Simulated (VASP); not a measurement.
Na2S:

```
CELL_PARAMETERS angstrom
0.00000 3.25543 3.25543
3.25543 0.00000 3.25543
3.25543 3.25543 0.00000
ATOMIC_POSITIONS crystal
Na 0.25000 0.25000 0.25000
Na 0.75000 0.75000 0.75000
S 0.00000 0.00000 0.00000
```

Base run:

```yaml
Program: VASP 6.6.1
Functional: PBE
Potentials_or_basis: VASP PAW PBE potentials, release 64 (Na_pv, S)
Cutoff: 500 eV
k_mesh: 4 × 4 × 4
Occupations: gaussian, width 0.01 eV
Spin: no spin polarisation
```

Its results: band gap on the k mesh 2.53 eV, direct; pressure 0.9 GPa.

The run is repeated on the same cell with these changes: functional from PBE to r2SCAN; cutoff from 500 eV to 550 eV. What comes out?

Band gap on the k mesh 3.11 eV, direct; pressure -0.1 GPa.

r2SCAN gives the wider gap, since meta-GGAs in the generalised Kohn-Sham scheme recover part of the derivative discontinuity.

Caveats: the PAW data sets were made with another functional, which shifts forces and pressure a little (some runs).

